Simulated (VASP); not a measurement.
**NbH2: relaxation of cell and atoms with PBEsol**

Crystal: NbH2.

```xyz
3
Lattice="0.0000 2.2590 2.2590 2.2590 0.0000 2.2590 2.2590 2.2590 0.0000" Properties=species:S:1:pos:R:3 pbc="T T T"
Nb    0.0000    0.0000    0.0000
H     1.1295    1.1295    1.1295
H     3.3885    3.3885    3.3885
```

```json
{"Program": "VASP 6.6.1", "Task": "relaxation of cell and atoms", "Functional": "PBEsol", "Potentials or basis": "VASP PAW PBE potentials, release 64 (Nb_sv, H)", "Cutoff": "600 eV", "k mesh": "16 × 16 × 16", "Occupations": "fermi-dirac, width 0.15 eV", "Spin": "no spin polarisation", "Dipole correction": "no", "Further INCAR settings": "ALGO = Normal; EDIFF = 1e-07; IBRION = 2; EDIFFG = -0.001; NSW = 80; ISIF = 3"}
```

The relaxed volume is 7.68 Å³/atom, the relaxed cell is a = 3.194 Å, b = 3.194 Å, c = 3.194 Å, α = 60.00°, β = 60.00°, γ = 60.00° and the space group after relaxing (to 0.1 Å) is Fm-3m (No. 225). The energy gained by relaxing is 0.0 meV/atom and the ionic steps are 2. The pressure after relaxing is 0.0 GPa and the band gap on the k mesh is zero (an odd number of electrons rules out a gap without spin polarisation).

Final structure:
```cif
data_structure
_symmetry_space_group_name_H-M 'P 1'
_symmetry_Int_Tables_number 1
_cell_length_a 3.1945
_cell_length_b 3.1945
_cell_length_c 3.1945
_cell_angle_alpha 60.000
_cell_angle_beta 60.000
_cell_angle_gamma 60.000
_cell_volume 23.05
loop_
_atom_site_label
_atom_site_type_symbol
_atom_site_fract_x
_atom_site_fract_y
_atom_site_fract_z
_atom_site_occupancy
Nb1 Nb 0.00000 0.00000 0.00000 1
H1 H 0.25000 0.25000 0.25000 1
H2 H 0.75000 0.75000 0.75000 1
```

Levels at points of the mesh, in eV from the Fermi level:
| k point | band 3 | band 4 | band 5 | band 6 | band 7 | band 8 | band 9 | band 10 | band 11 |
| --- | --- | --- | --- | --- | --- | --- | --- | --- | --- |
| (0.00, 0.00, 0.00) | -31.03 | -31.03 | -10.82 | -1.39 | -1.39 | -1.39 | -1.09 | 1.34 | 1.34 |
| (0.50, 0.00, 0.00) | -31.12 | -31.12 | -8.52 | -4.90 | -1.24 | -1.24 | 2.78 | 2.78 | 5.13 |
| (0.50, 0.50, 0.00) | -31.28 | -31.28 | -7.67 | -4.96 | -4.48 | 2.97 | 3.03 | 3.03 | 7.26 |

It took 35 s on 1 thread of Intel(R) Xeon(R) 6975P-C (Granite Rapids), on a shared host, peak memory 0.19 GiB.

Caveat: the PAW data sets were made with another functional, which shifts forces and pressure a little.
